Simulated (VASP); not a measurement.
A run of VASP 6.6.1 is set up as follows.

INCAR

```
SYSTEM = NiO
ALGO = Normal ; EDIFF = 1E-7
ENCUT = 520 ; GGA = PE
ISIF = 2 ; ISMEAR = 0
ISPIN = 2 ; LASPH = .TRUE.
LCHARG = .FALSE. ; LMAXMIX = 4
LORBIT = 11 ; LREAL = .FALSE.
LWAVE = .FALSE. ; MAGMOM = 1.6 0.32
NBANDS = 19 ; NELM = 150
PREC = Accurate ; SIGMA = 0.1
```

The input KPOINTS:

```
k-points
0
G
  18 18 18
  0 0 0
```

File POSCAR:

```
NiO
1.0
    0.0000000000      2.0202313304      2.0202313304
    2.0202313304      0.0000000000      2.0202313304
    2.0202313304      2.0202313304      0.0000000000
Ni O
1 1
Direct
    0.0000000000      0.0000000000      0.0000000000
    0.5000000000      0.5000000000      0.5000000000
```

Potentials or basis: VASP PAW PBE potentials, release 64 (Ni, O).

The run is started by

```console
$ cat potpaw_PBE.64/Ni/POTCAR potpaw_PBE.64/O/POTCAR > POTCAR
$ mpirun -np 1 vasp_std > vasp.out
```

Estimate the pressure.

27.1 GPa.

What does it give for the site moments?

Ni +1.10; O +0.18 μB.

Estimate the net moment.

1.31 μB per cell.

Caveat: the cell stands under pressure; a cell with one magnetic atom can't hold antiferromagnetic order, which such compounds often take.
